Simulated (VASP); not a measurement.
Set up this calculation in VASP 6.6.1, as the native input.

```
Task                               : single point
Functional                         : HSE06
Potentials or basis                : VASP PAW PBE potentials, release 64 (Ga_d, N)
Cutoff                             : 520 eV
k mesh                             : 6 × 6 × 6
Occupations                        : gaussian, width 0.01 eV
Spin                               : no spin polarisation
Dipole correction                  : no
Grid for exact exchange (PRECFOCK) : Normal
Further INCAR settings             : ALGO = Normal; EDIFF = 1e-06; NBANDS = 16
Share of exact exchange            : 0.25
Screening parameter                : 0.2079 1/Å
```

Crystal: GaN.

```
Ga N
1.0
     0.00000    2.31642    2.31642
     2.31642    0.00000    2.31642
     2.31642    2.31642    0.00000
Ga N
1 1
Direct
  0.00000 0.00000 0.00000
  0.25000 0.25000 0.25000
```

This cell differs from its parent crystal: strain +3.0%.

The input as run:

POSCAR

```
GaN
1.0
    0.0000000000      2.3164211173      2.3164211173
    2.3164211173      0.0000000000      2.3164211173
    2.3164211173      2.3164211173      0.0000000000
Ga N
1 1
Direct
    0.0000000000      0.0000000000      0.0000000000
    0.2500000000      0.2500000000      0.2500000000
```

INCAR.step1

```
PREC = Accurate ; ENCUT = 520
EDIFF = 1E-5 ; ISMEAR = 0
SIGMA = 0.01 ; LREAL = False
LASPH = True ; NELM = 60
ALGO = Normal ; ISIF = 2
LWAVE = True ; GGA = PE
NBANDS = 16
```

INCAR.step2

```
PREC = Accurate ; ENCUT = 520
EDIFF = 1E-6 ; ISMEAR = 0
SIGMA = 0.01 ; LREAL = False
LASPH = True ; NELM = 60
ALGO = Normal ; ISIF = 2
LWAVE = False ; LCHARG = True
GGA = PE ; LHFCALC = True
HFSCREEN = 0.2079 ; PRECFOCK = Normal
LELF = True ; LVHAR = True
ISTART = 1 ; NBANDS = 16
```

KPOINTS

```
regular mesh
0
Gamma
  6 6 6
```

Potentials or basis: VASP PAW PBE potentials, release 64 (Ga_d, N).

Run with:

```sh
$ cat potpaw_PBE.64/Ga_d/POTCAR potpaw_PBE.64/N/POTCAR > POTCAR
$ cp INCAR.step1 INCAR
$ mpirun -np 1 vasp_std > vasp.out
$ cp INCAR.step2 INCAR
$ mpirun -np 1 vasp_std > vasp.out
```

It gave:

* Pressure: -14.5 GPa
* Band gap on the k mesh: 2.36 eV

Caveat: the cell differs from its parent crystal (strain +3.0%); the cell stands under tension; the structure was generated, so it needn't be the stable form of GaN; the PAW data sets were made with another functional, which shifts forces and pressure a little.

It took 31 min on 1 thread of Intel(R) Xeon(R) Platinum 8259CL CPU @ 2.50GHz (Skylake/Cascade Lake), with other jobs on the host, peak memory 0.26 GiB.
